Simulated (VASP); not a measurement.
# SiC (P6_3mc) in VASP: notebook, part 2 of 2

VASP 6.6.1.

### Step 5. Relaxation of shape and atoms at fixed volume, r2SCAN (10.65 Å³/atom)

This run uses another cell than the first one, of 10.65 Å³/atom.

POSCAR

```
SiC
1.0
    3.1058803823      0.0000000000      0.0000000000
   -1.5529401911      2.6897713122      0.0000000000
    0.0000000000      0.0000000000      5.0980242920
Si C
2 2
Direct
    0.3333333333      0.6666666667      0.0045956716
    0.6666666667      0.3333333333      0.5045956716
    0.3333333333      0.6666666667      0.3804043284
    0.6666666667      0.3333333333      0.8804043284
```

INCAR.step1

```
SYSTEM = SiC
PREC = Accurate ; ENCUT = 600
ISMEAR = 0 ; SIGMA = 0.02
LREAL = .FALSE. ; LASPH = .TRUE.
NELM = 100 ; GGA = PE
ALGO = Normal ; EDIFF = 1E-4
LWAVE = .TRUE. ; LCHARG = .FALSE.
```

INCAR.step2

```
SYSTEM = SiC
PREC = Accurate ; ENCUT = 600
EDIFF = 1E-6 ; ISMEAR = 0
SIGMA = 0.02 ; LREAL = .FALSE.
LASPH = .TRUE. ; NELM = 100
ALGO = Normal ; ISIF = 4
LWAVE = .FALSE. ; LCHARG = .FALSE.
METAGGA = R2SCAN ; LMIXTAU = .TRUE.
IBRION = 2 ; NSW = 50
EDIFFG = -0.01 ; ISTART = 1
```

KPOINTS

```
Automatic mesh
0
G
  9 9 6
  0 0 0
```

Potentials or basis: VASP PAW PBE potentials, release 64 (Si, C).

Launch:

```
> cat potpaw_PBE.64/Si/POTCAR potpaw_PBE.64/C/POTCAR > POTCAR
> cp INCAR.step1 INCAR
> mpirun -np 1 vasp_std > vasp.out
> cp INCAR.step2 INCAR
> mpirun -np 1 vasp_std > vasp.out
```

OUTCAR:

```text
SYSTEM = SiC
   PREC = Accurate
   ENCUT = 600
   EDIFF = 1E-6
   ISMEAR = 0
   LREAL = .FALSE.
   LASPH = .TRUE.
   NELM = 100
   ISIF = 4
   METAGGA = R2SCAN
   IBRION = 2
   NSW = 50
   EDIFFG = -0.01
   ISTART = 1

 ion  position               nearest neighbor table
   1  0.333  0.667  0.005-   4 1.90   4 1.90   4 1.90   3 1.92   2 3.12   2 3.12   2 3.12   2 3.12
                             2 3.12   2 3.12
   2  0.667  0.333  0.505-   3 1.90   3 1.90   3 1.90   4 1.92   1 3.12   1 3.12   1 3.12   1 3.12
                             1 3.12   1 3.12
   3  0.333  0.667  0.380-   2 1.90   2 1.90   2 1.90   1 1.92
   4  0.667  0.333  0.880-   1 1.90   1 1.90   1 1.90   2 1.92

  LATTYP: Found a hexagonal cell.
 ALAT       =     3.1058803823
 C/A-ratio  =     1.6414103779

  Lattice vectors:

 A1 = (   3.1058803823,   0.0000000000,   0.0000000000)
 A2 = (  -1.5529401911,   2.6897713122,   0.0000000000)
 A3 = (   0.0000000000,   0.0000000000,   5.0980242920)

Analysis of symmetry for initial positions (statically):
=====================================================================
 Subroutine PRICEL returns:
 Original cell was already a primitive cell.

 Routine SETGRP: Setting up the symmetry group for a
[... 528 lines left out ...]
 k-point    24 :       0.3333    0.3333    0.1667
  band No.  band energies     occupation
      1      -3.7887      2.00000
      2      -3.7887      2.00000
      3       0.8640      2.00000
      4       0.8640      2.00000
      5       1.1571      2.00000
      6       3.5979      2.00000
      7       4.3747      2.00000
      8       4.3747      2.00000
      9      11.0969      0.00000
     10      15.7159      0.00000
     11      15.7159      0.00000
     12      16.4173      0.00000

 [... further k-points ...]

------------------------ aborting loop because EDIFF is reached ----------------------------------------

  FORCE on cell =-STRESS in cart. coord.  units (eV):
  Direction    XX          YY          ZZ          XY          YZ          ZX
  --------------------------------------------------------------------------------------
  -------------------------------------------------------------------------------------
  Total       -1.7964017     -1.7964017     -1.7378422     -0.0000000      0.0000000      0.0000000
  in kB      -67.5790452    -67.5790452    -65.3760884     -0.0000000      0.0000000      0.0000000
  external PRESSURE =     -66.8447263 kB  Pullay stress =       0.0000000 kB

 VOLUME and BASIS-vectors are now :
 -----------------------------------------------------------------------------
  energy-cutoff  :      600.00
  volume of cell :       42.59
      direct lattice vectors                 reciprocal lattice vectors
     3.105880382  0.000000000  0.000000000     0.321969901  0.185889409  0.000000000
    -1.552940191  2.689771312  0.000000000     0.000000000  0.371778818  0.000000000
     0.000000000  0.000000000  5.098024292     0.000000000  0.000000000  0.196154420

 POSITION                                       TOTAL-FORCE (eV/Angst)
 -----------------------------------------------------------------------------------
     -0.00000      1.79318      0.02343        -0.000000      0.000000     -0.005175
      1.55294      0.89659      2.57244         0.000000      0.000000     -0.005175
     -0.00000      1.79318      1.93931         0.000000      0.000000      0.005175
      1.55294      0.89659      4.48832         0.000000     -0.000000      0.005175
 -----------------------------------------------------------------------------------
    total drift:                               -0.000000     -0.000000      0.000615

  FREE ENERGIE OF THE ION-ELECTRON SYSTEM (eV)
  ---------------------------------------------------
  free  energy   TOTEN  =       -38.6151732885 eV

  energy  without entropy=      -38.6151732885  energy(sigma->0) =      -38.61517329

 reached required accuracy - stopping structural energy minimisation
```

It took 2.5 min on 1 thread of Intel Xeon 8259CL, shared host; peak memory 0.19 GiB.

What came out:

- Free energy: -38.6152 eV
- Pressure after relaxing: -6.7 GPa
- Largest force after relaxing: 0.005 eV/Å
- Band gap on the k mesh: 2.70 eV (least direct gap 4.45 eV)

Forces on the atoms (eV/Å):
```
Si   0.000  0.000 -0.005
Si   0.000  0.000 -0.005
C    0.000  0.000  0.005
C    0.000  0.000  0.005
```

Stress tensor (GPa, compression positive):
```
-6.76  0.00  0.00
 0.00 -6.76  0.00
 0.00  0.00 -6.54
```

Final structure:
```xyz
4
Lattice="3.1059 0.0000 0.0000 -1.5529 2.6898 0.0000 0.0000 0.0000 5.0980" Properties=species:S:1:pos:R:3 pbc="T T T"
Si    0.0000    1.7932    0.0234
Si    1.5529    0.8966    2.5724
C     0.0000    1.7932    1.9393
C     1.5529    0.8966    4.4883
```

Caveat: the relaxation stopped at its first step, so nothing moved; the PAW data sets were made with another functional, which shifts forces and pressure a little; an odd mesh through Γ misses points on the zone boundary, where band edges can lie.

### Step 6. Overview

```tsv
task	cell	gap on the mesh (eV)	pressure (GPa)	largest force (eV/Å)
relaxation of shape and atoms at fixed volume	relaxed from a = 3.013, b = 3.013, c = 4.944 Å, angles 90.0, 90.0, 120.0°, 4 atoms	2.57	15.5	0.01
relaxation of shape and atoms at fixed volume	relaxed from a = 3.044, b = 3.044, c = 4.997 Å, angles 90.0, 90.0, 120.0°, 4 atoms	2.62	7.0	-
relaxation of cell and atoms	relaxed from a = 3.075, b = 3.075, c = 5.047 Å, angles 90.0, 90.0, 120.0°, 4 atoms	2.66	0.0	-
relaxation of shape and atoms at fixed volume	relaxed from a = 3.106, b = 3.106, c = 5.098 Å, angles 90.0, 90.0, 120.0°, 4 atoms	2.70	-6.7	0.01
```

Alike in all rows: level r2SCAN; potentials or basis VASP PAW PBE potentials, release 64 (Si, C); no spin polarisation; k mesh 9 × 9 × 6; cutoff (eV) 600; smearing gaussian 0.02 eV.

Caveats: the PAW data sets were made with another functional, which shifts forces and pressure a little; an odd mesh through Γ misses points on the zone boundary, where band edges can lie; the relaxation stopped at its first step, so nothing moved (at least some runs).

Absolute energies hang on the potentials; compare differences alone.
